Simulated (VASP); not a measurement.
SnSe:

```xyz
2
Lattice="0.0000 3.0100 3.0100 3.0100 0.0000 3.0100 3.0100 3.0100 0.0000" Properties=species:S:1:pos:R:3 pbc="T T T"
Sn    0.0000    0.0000    0.0000
Se    3.0100    3.0100    3.0100
```

| Item | Value |
| --- | --- |
| Program | VASP 6.6.1 |
| Task | relaxation of cell and atoms |
| Functional | PBEsol |
| Potentials or basis | VASP PAW PBE potentials, release 64 (Sn_d, Se) |
| Cutoff | 500 eV |
| k mesh | 6 × 6 × 6 |
| Occupations | gaussian, width 0.01 eV |
| Spin | no spin polarisation |

At the start: pressure -2.2 GPa; volume 27.27 Å³/atom.

Question: How do energy, volume and symmetry change on relaxing?

Answer: Over 3 steps the energy falls by 8.4 meV/atom and the volume is 26.12 Å³/atom (-4.2 %); space group Fm-3m (No. 225, to 0.1 Å) before and after.

The path:
```
step  energy change (eV)  largest force (eV/Å)  pressure (GPa)  volume (Å³)
   1              0.0000                0.0000           -2.25        54.54
   2             -0.0153                0.0000            0.74        51.58
   3             -0.0168                0.0000            0.00        52.23
```

Final structure:
```cif
data_structure
_symmetry_space_group_name_H-M 'P 1'
_symmetry_Int_Tables_number 1
_cell_length_a 4.1958
_cell_length_b 4.1958
_cell_length_c 4.1958
_cell_angle_alpha 60.000
_cell_angle_beta 60.000
_cell_angle_gamma 60.000
_cell_volume 52.23
loop_
_atom_site_label
_atom_site_type_symbol
_atom_site_fract_x
_atom_site_fract_y
_atom_site_fract_z
_atom_site_occupancy
Sn1 Sn 0.00000 0.00000 0.00000 1
Se1 Se 0.50000 0.50000 0.50000 1
```

Caveat: the PAW data sets were made with another functional, which shifts forces and pressure a little.
